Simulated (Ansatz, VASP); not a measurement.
One calculation of C, two programs

File POSCAR:

```
C
1.0
    0.0000000000      1.7833700000      1.8190374000
    1.7833700000      0.0000000000      1.8190374000
    1.7833700000      1.7833700000      0.0000000000
C
2
Direct
    0.0000000000      0.0000000000      0.0000000000
    0.2500000000      0.2500000000      0.2500000000
```

The input INCAR.step1:

```
SYSTEM = C
PREC = Accurate
ENCUT = 660
ISMEAR = -1
SIGMA = 0.02
LREAL = .False.
LASPH = .True.
NELM = 120
NBANDS = 11
GGA = PE
ALGO = Normal
EDIFF = 1E-5
LWAVE = .True.
LCHARG = .False.
GGA_COMPAT = .False.
```

Contents of INCAR.step2:

```
SYSTEM = C
PREC = Accurate
ENCUT = 660
EDIFF = 1E-6
ISMEAR = -1
SIGMA = 0.02
LREAL = .False.
LASPH = .True.
NELM = 120
ALGO = Normal
ISIF = 2
LWAVE = .False.
LCHARG = .False.
METAGGA = R2SCAN
LMIXTAU = .True.
NBANDS = 11
ISTART = 1
GGA_COMPAT = .False.
```

Contents of KPOINTS:

```
Automatic mesh
0
Gamma
  9 9 9
  0 0 0
```

Input for Ansatz:

```yaml
crystal:
  lattice:
    - [0.0, 1.78337, 1.8190374]
    - [1.78337, 0.0, 1.8190374]
    - [1.78337, 1.78337, 0.0]
  atoms:
    - { symbol: C, position: [0.0, 0.0, 0.0] }
    - { symbol: C, position: [0.25, 0.25, 0.25] }
kpoints:
  mp_grid:
    grid: [9, 9, 9]
hamiltonian:
  xc: r2scan
  pseudopotentials:
    kind: nc
scf:
  algorithm: direct_min
  n_extra_bands: 16
  occupations:
    method: fermi_dirac
    width: 0.02
output:
  stress: true
```

Alike in both runs: task single point; functional r2SCAN; k mesh 9 × 9 × 9; occupations fermi-dirac, width 0.02 eV; no spin polarisation.

```csv
,VASP,Ansatz
version,VASP 6.6.1,Ansatz 0.2.0
potentials or method,"VASP PAW PBE potentials, release 64 (C)","plane waves, norm-conserving potentials"
plane-wave cutoff (eV),660,1200
valence electrons in the cell,8,8
```

Ansatz gave:

| Quantity | Value |
| --- | --- |
| gap on the k mesh at the Fermi level (eV) | 4.07 |
| pressure (GPa) | -11.0 |
| traceless stress, the component that is largest in VASP (GPa) | -13.01 |

Q: Which values does VASP return?

A: gap on the k mesh at the Fermi level (eV): 4.04; pressure (GPa): -10.7; traceless stress, the component that is largest in VASP (GPa): -12.97.

VASP's potentials were made for PBE, not for r2SCAN.
